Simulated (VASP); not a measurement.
# Ga (Fm-3m) in VASP: further runs

Runs on Ga. Level: HSE06. Tasks: single point.

All numbers are computed with VASP 6.6.1; they aren't measurements. Logs are shortened: lines on timing, memory, paths and dates and some standing lists are left out, and cuts for length are marked.

**1. The cell of the first run**

The structure is cubic, space group Fm-3m (No. 225). The conventional cell has a = 4.227 Å, b = 4.227 Å, c = 4.227 Å, α = 90.00°, β = 90.00°, γ = 90.00°. Ga (site symmetry m-3m) has 12 Ga at 2.99 Å within 3.9 Å.

This isn't the form of Ga at room conditions, which is orthorhombic.

**2. Single point, HSE06 (18.88 Å³/atom)**

POSCAR reads:

```
Ga
1.0
    0.0000000000      2.1135640961      2.1135640961
    2.1135640961      0.0000000000      2.1135640961
    2.1135640961      2.1135640961      0.0000000000
Ga
1
Direct
    0.0000000000      0.0000000000      0.0000000000
```

INCAR.step1 reads:

```
SYSTEM = Ga
PREC = Accurate
ENCUT = 520
EDIFF = 1E-5
ISMEAR = 0
SIGMA = 0.05
LREAL = .FALSE.
LASPH = .TRUE.
NELM = 80
ALGO = Normal
ISIF = 2
LWAVE = .TRUE.
LCHARG = .FALSE.
NBANDS = 12
GGA = PE
```

INCAR.step2 reads:

```
SYSTEM = Ga
PREC = Accurate
ENCUT = 520
EDIFF = 1E-7
ISMEAR = 0
SIGMA = 0.05
LREAL = .FALSE.
LASPH = .TRUE.
NELM = 80
ALGO = Normal
ISIF = 2
LWAVE = .FALSE.
LCHARG = .FALSE.
GGA = PE
LHFCALC = .TRUE.
HFSCREEN = 0.2079
PRECFOCK = Normal
NBANDS = 12
ISTART = 1
```

KPOINTS reads:

```
Automatic mesh
0
G
  8 8 8
  0 0 0
```

Potentials or basis: VASP PAW PBE potentials, release 64 (Ga_d).

Launch:

```console
$ cat potpaw_PBE.64/Ga_d/POTCAR > POTCAR
$ cp INCAR.step1 INCAR
$ mpirun -np 1 vasp_std > vasp.out
$ cp INCAR.step2 INCAR
$ mpirun -np 1 vasp_std > vasp.out
```

OUTCAR:

```text
SYSTEM = Ga
   PREC = Accurate
   ENCUT = 520
   EDIFF = 1E-7
   ISMEAR = 0
   LREAL = .FALSE.
   LASPH = .TRUE.
   NELM = 80
   ISIF = 2
   GGA = PE
   LHFCALC = .TRUE.
   HFSCREEN = 0.2079
   PRECFOCK = Normal
   ISTART = 1

 ion  position               nearest neighbor table
   1  0.000  0.000  0.000-

  LATTYP: Found a face centered cubic cell.
 ALAT       =     4.2271281922

  Lattice vectors:

 A1 = (   0.0000000000,   2.1135640961,   2.1135640961)
 A2 = (   2.1135640961,   0.0000000000,   2.1135640961)
 A3 = (   2.1135640961,   2.1135640961,   0.0000000000)

Analysis of symmetry for initial positions (statically):
=====================================================================
 Subroutine PRICEL returns:
 Original cell was already a primitive cell.

 Routine SETGRP: Setting up the symmetry group for a
 face centered cubic supercell.

 Subroutine GETGRP returns: Found 48 space group operations
 (whereof 48 operations were pure point group operations)
 out of a pool of 48 trial point group operations.

The static configuration has the point symmetry O_h .

Analysis of symmetry for dynamics (positions and initial velocities):
=====================================================================
 Subroutine PRICEL returns:
 Original cell was already a primitive cell.

 Routine SETGRP: Setting up the symmetry group for a
 face centered cubic supercell.

 Subroutine GETGRP returns: Found 48 space group operations
 (whereof 48 operations were pure point group operations)
 out of a pool of 48 trial point group operations.

The dynamic configuration has the point symmetry O_h .

 Subroutine INISYM returns: Found 48 space group operations
 (whereof 48 operations are pure point group operations),
 and found     1 'primitive' translations

----------------------------------------------------------------------------------------

                                     Primitive cell

  volume of cell :      18.8832

  direct lattice vectors                    reciprocal lattice vectors
     0.000000000  2.113564096  2.113564096    -0.236567228  0.236567228  0.236567228
     2.113564096  0.000000000  2.113564096     0.236567228 -0.236567228  0.236567228
     2.113564096  2.113564096  0.000000000     0.236567228  0.236567228 -0.236567228

  length of vectors
     2.989031010  2.989031010  2.989031010     0.409746459  0.409746459  0.409746459

  position of ions in fractional coordinates (direct lattice)
     0.000000000  0.000000000  0.000000000

  ion indices of the primitive-cell ions
   primitive index   ion index
                 1           1

----------------------------------------------------------------------------------------

 KPOINTS: Automatic mesh

Automatic generation of k-mesh.
 Grid dimensions read from file:
 generate k-points for:    8    8    8

 Generating k-lattice:

  Cartesian coordinates                     Fractional coordinates (reciprocal lattice)
    -0.029570904  0.029570904  0.029570904     0.125000000  0.000000000  0.000000000
     0.029570904 -0.029570904  0.029570904     0.000000000  0.125000000  0.000000000
     0.029570904  0.029570904 -0.029570904     0.000000000  0.000000000  0.125000000

  Length of vectors
     0.051218307  0.051218307  0.051218307

  Shift w.r.t. Gamma in fractional coordinates (k-lattice)
     0.000000000  0.000000000  0.000000000

 Subroutine IBZKPT returns following result:
 ===========================================

 Found     29 irreducible k-points:

 Following reciprocal coordinates:
            Coordinates               Weight
  0.000000  0.000000  0.000000      1.000000
  0.125000  0.000000  0.000000      8.000000
  0.250000  0.000000  0.000000      8.000000
  0.375000  0.000000  0.000000      8.000000
  0.500000  0.000000  0.000000      4.000000
  0.125000  0.125000  0.000000      6.000000
[... 16 lines left out ...]
  0.500000  0.250000  0.125000     48.000000
 -0.375000  0.250000  0.125000     24.000000
 [... further k-points ...]
   k-points           NKPTS =     29   k-points in BZ     NKDIM =    512   number of bands    NBANDS=     12
   number of dos      NEDOS =    301   number of ions     NIONS =      1
   total plane-waves  NPLWV =  13824
   dimension x,y,z NGX =    24 NGY =   24 NGZ =   24
   dimension x,y,z NGXF=    48 NGYF=   48 NGZF=   48
   ions per type =               1
   NGX,Y,Z   is equivalent  to a cutoff of  13.35, 13.35, 13.35 a.u.
   NGXF,Y,Z  is equivalent  to a cutoff of  26.70, 26.70, 26.70 a.u.
 SYSTEM =  Ga
   PREC   = accura    normal or accurate (medium, high low for compatibility)
   ISTART =      1    job   : 0-new  1-cont  2-samecut
   ICHARG =      0    charge: 1-file 2-atom 10-const
   ISPIN  =      1    spin polarized calculation?
   LNONCOLLINEAR =      F non collinear calculations
   LSORBIT =      F    spin-orbit coupling
   LASPH  =      T    aspherical Exc in radial PAW
   ENCUT  =  520.0 eV  38.22 Ry    6.18 a.u.   5.56  5.56  5.56*2*pi/ulx,y,z
   NELM   =     80;   NELMIN=  2; NELMDL=  0     # of ELM steps
   EDIFF  = 0.1E-06   stopping-criterion for ELM
   LREAL  =      F    real-space projection
   EDIFFG = 0.1E-05   stopping-criterion for IOM
   NSW    =      0    number of steps for IOM
   IBRION =     -1    ionic relax: 0-MD 1-quasi-New 2-CG
   NFREE  =      0    steps in history (QN), initial steepest desc. (CG)
   ISIF   =      2    stress and relaxation
   ISYM   =      3    0-nonsym 1-usesym 2-fastsym
   POTIM  = 0.5000    time-step for ionic-motion
   TEBEG  =    0.0;   TEEND  =   0.0 temperature during run
   PSTRESS=    0.0 pullay stress
   NELECT =      13.0000    total number of electrons
   NUPDOWN=      -1.0000    fix difference up-down
   EMIN   =  10.00;   EMAX   =-10.00  energy-range for DOS
   EFERMI =   0.00;   METHOD = LEGACY
   ISMEAR =     0;   SIGMA  =   0.05  broadening in eV -4-tet -1-fermi 0-gaus
   EFERMI_NEDOS =   21; number of points for ismear=-14 and -15
   IALGO  =     38    algorithm
   IMIX   =      1    mixing-type and parameters
     AMIX     =   0.40;   BMIX     =  1.00
     AMIX_MAG =   1.60;   BMIX_MAG =  1.00
  volume/ion in A,a.u.               =      18.88       127.43
  Fermi-wavevector in a.u.,A,eV,Ry     =   1.445541  2.731677 28.430596  2.089590
  Thomas-Fermi vector in A             =   2.563712
   LORBIT       =      0    0 simple, 1 ext, 2 COOP (PROOUT), +10 PAW based schemes
   GGA     = PE    functional components
   LHFCALC =     T    Hartree Fock is set to
   PRECFOCK=normal    Normal, Fast or Accurate (Low or Medium for compatibility)
   ENCUT4O =  -1.0   cutoff for four orbital integrals eV
   NKREDX  =     1    reduce k-point grid by
   NKREDY  =     1    reduce k-point grid by
   NKREDZ  =     1    reduce k-point grid by
   AEXX    =    0.2500 exact exchange contribution
   HFSCREEN=    0.2079 screening length (either q_TF or 0.3 A-1)
   HFSCREENC=   0.2079 screening length for correlation (either q_TF or 0.3 A-1)
   ENCUTFOCK=  -1.0 apply spherical cutoff to Coloumb kernel
   IVDW    =     0    specifies the selected vdW correction
   LEPSILON=     F    determine dielectric tensor
   LRPA    =     F    only Hartree local field effects (RPA)
 non-spin polarized calculation
 Gauss-broadening in eV      SIGMA  =   0.05
  energy-cutoff  :      520.00
  volume of cell :       18.88
 maximum number of plane-waves:       531
 NGX is ok and might be reduce to    24
  NGX = 18; NGY = 18; NGZ = 18

 number of electron      13.0000009 magnetization

 Free energy of the ion-electron system (eV)
  ---------------------------------------------------
  ext. energy  EPLUGINS =         0.00000000
  ---------------------------------------------------
  free energy    TOTEN  =        -3.24291282 eV

  energy without entropy =       -3.24257876  energy(sigma->0) =       -3.24274579

 E-fermi :   5.8190     XC(G=0):  -9.0506

 val. band max:        5.5367820113   @ k =   0.5000   0.3750   0.0000
 cond. band min:       5.8911267823   @ k =   0.5000   0.2500   0.1250
 fundamental gap:      0.3543447710
 Fermi energy:         5.8189962133

 k-point     1 :       0.0000    0.0000    0.0000
  band No.  band energies     occupation
      1     -12.2609      2.00000
      2     -12.2609      2.00000
      3     -12.2609      2.00000
      4     -12.1421      2.00000
      5     -12.1421      2.00000
      6      -6.9360      2.00000
      7      18.9101      0.00000
      8      18.9101      0.00000
      9      18.9101      0.00000
     10      22.2106      0.00000
     11      22.4826      0.00000
     12      22.4826      0.00000

 k-point     2 :       0.1250    0.0000    0.0000
  band No.  band energies     occupation
      1     -12.2661      2.00000
      2     -12.2448      2.00000
      3     -12.2448      2.00000
      4     -12.1430      2.00000
      5     -12.1430      2.00000
      6      -6.4861      2.00000
      7      14.9166      0.00000
      8      18.1384      0.00000
      9      18.1385      0.00000
     10      20.9547      0.00000
     11      23.7711      0.00000
     12      23.7711      0.00000

 k-point     3 :       0.2500    0.0000    0.0000
  band No.  band energies     occupation
      1     -12.2853      2.00000
      2     -12.2322      2.00000
      3     -12.2322      2.00000
      4     -12.1183      2.00000
      5     -12.1183      2.00000
      6      -5.1186      2.00000
      7       9.5943      0.00000
      8      17.1402      0.00000
      9      17.1402      0.00000
     10      20.5594      0.00000
     11      23.1944      0.00000
     12      23.1944      0.00000
[... 286 lines left out ...]
 k-point    23 :       0.5000    0.2500    0.1250
  band No.  band energies     occupation
      1     -12.2911      2.00000
      2     -12.2564      2.00000
      3     -12.1811      2.00000
      4     -12.1201      2.00000
      5     -12.0627      2.00000
      6      -1.5974      2.00000
      7       5.8911      0.04133
      8      10.3611      0.00000
      9      12.9751      0.00000
     10      19.6078      0.00000
     11      22.3659      0.00000
     12      24.6063      0.00000

 k-point    24 :      -0.3750    0.2500    0.1250
  band No.  band energies     occupation
      1     -12.2761      2.00000
      2     -12.2749      2.00000
      3     -12.1684      2.00000
      4     -12.1298      2.00000
      5     -12.0481      2.00000
      6       1.1034      2.00000
      7       2.3406      2.00000
      8      10.5574      0.00000
      9      11.9501      0.00000
     10      19.5655      0.00000
     11      21.9664      0.00000
     12      28.2536      0.00000

 [... further k-points ...]

------------------------ aborting loop because EDIFF is reached ----------------------------------------

  FORCE on cell =-STRESS in cart. coord.  units (eV):
  Direction    XX          YY          ZZ          XY          YZ          ZX
  --------------------------------------------------------------------------------------
  -------------------------------------------------------------------------------------
  Total       -0.0691724     -0.0691724     -0.0691724     -0.0000000      0.0000000      0.0000000
  in kB       -5.8690416     -5.8690416     -5.8690416     -0.0000000      0.0000000      0.0000000
  external PRESSURE =      -5.8690416 kB  Pullay stress =       0.0000000 kB

 VOLUME and BASIS-vectors are now :
 -----------------------------------------------------------------------------
  energy-cutoff  :      520.00
  volume of cell :       18.88
      direct lattice vectors                 reciprocal lattice vectors
     0.000000000  2.113564096  2.113564096    -0.236567228  0.236567228  0.236567228
     2.113564096  0.000000000  2.113564096     0.236567228 -0.236567228  0.236567228
     2.113564096  2.113564096  0.000000000     0.236567228  0.236567228 -0.236567228

 POSITION                                       TOTAL-FORCE (eV/Angst)
 -----------------------------------------------------------------------------------
      0.00000      0.00000      0.00000         0.000000      0.000000      0.000000
 -----------------------------------------------------------------------------------
    total drift:                                0.000000      0.000000     -0.000000

  FREE ENERGIE OF THE ION-ELECTRON SYSTEM (eV)
  ---------------------------------------------------
  free  energy   TOTEN  =        -3.2429128159 eV

  energy  without entropy=       -3.2425787605  energy(sigma->0) =       -3.24274579
```

Wall time 1.6 h (1 thread of Oxide Virtual Turin-like, shared host); peak memory 0.22 GiB.

Results:

- Free energy: -3.2429 eV
- Pressure: -0.6 GPa
- Band gap on the k mesh: zero (an odd number of electrons rules out a gap without spin polarisation)

Levels at points of the mesh, in eV from the Fermi level:
| k point | band 3 | band 4 | band 5 | band 6 | band 7 | band 8 | band 9 | band 10 |
| --- | --- | --- | --- | --- | --- | --- | --- | --- |
| (0.00, 0.00, 0.00) | -18.08 | -17.96 | -17.96 | -12.75 | 13.09 | 13.09 | 13.09 | 16.39 |
| (0.50, 0.00, 0.00) | -18.07 | -17.86 | -17.86 | -5.83 | -4.79 | 10.59 | 10.59 | 15.03 |
| (0.50, 0.50, 0.00) | -17.87 | -17.84 | -17.84 | -3.21 | -2.82 | 5.25 | 5.25 | 8.60 |

Caveat: the PAW data sets were made with another functional, which shifts forces and pressure a little.

**3. Single point, HSE06 (18.62 Å³/atom)**

This run uses another cell than the first one, of 18.62 Å³/atom.

POSCAR reads:

```
Ga
1.0
    0.0000000000      2.1035383473      2.1035383473
    2.1035383473      0.0000000000      2.1035383473
    2.1035383473      2.1035383473      0.0000000000
Ga
1
Direct
    0.0000000000      0.0000000000      0.0000000000
```

INCAR.step1 reads:

```
PREC = Accurate
ENCUT = 520
EDIFF = 1E-5
ISMEAR = 0
SIGMA = 0.05
LREAL = F
LASPH = T
NELM = 100
ALGO = Normal
ISIF = 2
LWAVE = T
LCHARG = F
GGA = PE
NBANDS = 12
```

INCAR.step2 reads:

```
PREC = Accurate
ENCUT = 520
EDIFF = 1E-6
ISMEAR = 0
SIGMA = 0.05
LREAL = F
LASPH = T
NELM = 100
ALGO = Normal
ISIF = 2
LWAVE = F
LCHARG = F
GGA = PE
LHFCALC = T
HFSCREEN = 0.2079
PRECFOCK = Normal
ISTART = 1
NBANDS = 12
```

KPOINTS reads:

```
regular mesh
0
Gamma
  8 8 8
```

Potentials or basis: VASP PAW PBE potentials, release 64 (Ga_d).

Launch:

```console
$ cat potpaw_PBE.64/Ga_d/POTCAR > POTCAR
$ cp INCAR.step1 INCAR
$ mpirun -np 1 vasp_std > vasp.out
$ cp INCAR.step2 INCAR
$ mpirun -np 1 vasp_std > vasp.out
```

Run time: 1.8 h. Hardware: 1 thread of Oxide Virtual Turin-like, shared host; peak memory 0.22 GiB.

The run converged. Its results:

```
Free energy            : -3.2433 eV
Pressure               : 0.3 GPa
Band gap on the k mesh : zero (an odd number of electrons rules out a gap without spin polarisation)
```

Levels at points of the mesh, in eV from the Fermi level:
```tsv
k point	band 2	band 3	band 4	band 5	band 6	band 7	band 8	band 9	band 10	band 11
(0.00, 0.00, 0.00)	-18.09	-18.09	-17.97	-17.97	-12.88	13.25	13.25	13.25	16.47	16.79
(0.50, 0.00, 0.00)	-18.09	-18.09	-17.87	-17.87	-5.85	-4.87	10.71	10.71	15.14	15.14
(0.50, 0.50, 0.00)	-18.20	-17.87	-17.84	-17.84	-3.27	-2.79	5.30	5.30	8.64	8.97
```

Caveat: the PAW data sets were made with another functional, which shifts forces and pressure a little.

The gap in the log of VASP goes by the Fermi energy; the results here count the filled bands.